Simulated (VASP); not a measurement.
# Ga2O3: single point with r2SCAN

Ga2O3:

```xyz
10
Lattice="5.9460 -1.4935 -0.0142 5.9460 1.4935 -0.0142 -1.3625 0.0000 5.5630" Properties=species:S:1:pos:R:3 pbc="T T T"
Ga    0.0267    0.0000    4.4389
Ga   10.5027    0.0000    1.0958
Ga    7.4131    0.0000    1.7293
Ga    3.1163    0.0000    3.8053
O     1.8962    0.0000    0.6118
O     8.6331    0.0000    4.9228
O     1.2719    0.0000    3.0958
O     9.2575    0.0000    2.4389
O     5.5540    0.0000    1.3773
O     4.9754    0.0000    4.1573
```

```yaml
Program: VASP 6.6.1
Task: single point
Functional: r2SCAN
Potentials_or_basis: VASP PAW PBE potentials, release 64 (Ga_d, O)
Cutoff: 520 eV
k_mesh: 8 × 8 × 4
Occupations: gaussian, width 0.02 eV
Spin: no spin polarisation
Dipole_correction: no
Further_INCAR_settings: ALGO = Normal; EDIFF = 1e-06; NBANDS = 55
```

| Quantity | Value |
| --- | --- |
| Pressure | 14.7 GPa |
| Largest force | 0.089 eV/Å |
| Band gap on the k mesh | 3.52 eV (least direct gap 3.54 eV) |

Forces in eV/Å, atoms in the order of the input:
```
Ga   0.034  0.000 -0.001
Ga  -0.034  0.000  0.001
Ga   0.020  0.000  0.027
Ga  -0.020  0.000 -0.027
O    0.081  0.000  0.037
O   -0.081  0.000 -0.037
O    0.021  0.000 -0.066
O   -0.021  0.000  0.066
O    0.070  0.000  0.024
O   -0.070  0.000 -0.024
```

Stress tensor (GPa, compression positive):
```
14.61  0.00  0.05
 0.00 14.89  0.00
 0.05  0.00 14.73
```

Levels at points of the mesh, in eV from the valence-band top:
```
           k point  band 40  band 41  band 42  band 43  band 44  band 45  band 46  band 47  band 48  band 49
(0.00, 0.00, 0.00)    -0.69    -0.65    -0.50    -0.28    -0.03     3.52     6.77     7.81     8.13     8.86
(0.50, 0.00, 0.00)    -1.34    -0.77    -0.76    -0.44    -0.20     6.77     7.71     8.48     8.77     9.26
(0.50, 0.50, 0.00)    -1.21    -0.68    -0.63    -0.37    -0.22     5.72     5.98     6.77     7.80     9.16
(0.00, 0.00, 0.50)    -1.42    -0.84    -0.66    -0.39    -0.31     5.92     5.98     8.12     8.39     8.88
(0.50, 0.00, 0.50)    -1.27    -1.26    -1.07    -0.79    -0.73     8.15     8.22     9.05     9.22     9.70
(0.50, 0.50, 0.50)    -0.73    -0.64    -0.53    -0.49    -0.04     6.39     6.40     7.57     7.79     8.18
```

Wall time 40 min on 1 thread of Intel Xeon 8259CL, on a shared host, peak memory 0.55 GiB.

Caveat: the cell stands under pressure; the PAW data sets were made with another functional, which shifts forces and pressure a little. A k mesh can miss the band edges.
